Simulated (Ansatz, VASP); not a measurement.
One calculation of BaS, two programs

```
CELL_PARAMETERS angstrom
0.00000 3.22569 3.19375
3.22569 0.00000 3.19375
3.22569 3.22569 0.00000
ATOMIC_POSITIONS crystal
Ba 0.00000 0.00000 0.00000
S 0.50000 0.50000 0.50000
```

Change from the starting cell: equal xx and yy strain of +1 %, PAW files.

Alike in both runs: task electric field gradients; functional LDA; k mesh 7 × 7 × 7; occupations fermi-dirac, width 0.01 eV; no spin polarisation.

|  | VASP | Ansatz |
| --- | --- | --- |
| version | VASP 6.6.1 | Ansatz 0.2.0 |
| potentials or method | VASP PAW LDA potentials, release 64 (Ba_sv, S) | PAW with Ansatz's default frozen-core files, scalar-relativistic |
| plane-wave cutoff (eV) | 400 | 420 |
| valence electrons in the cell | 16 | 16 |

Ansatz gave:

* gap on the k mesh at the Fermi level (eV): 2.07
* pressure (GPa): -3.2
* traceless stress, the component that is largest in VASP (GPa): 0.44
* size of Vzz on the site where it differs most (V/Å²): 12.4

Q: What did VASP give for the same quantities?

A: gap on the k mesh at the Fermi level (eV): 1.97; pressure (GPa): -2.6; traceless stress, the component that is largest in VASP (GPa): 0.49; size of Vzz on the site where it differs most (V/Å²): 13.3.

LDA's correlation is that of Perdew and Zunger in VASP and of Perdew and Wang (1992) in Ansatz.

Spin-orbit coupling is off throughout.
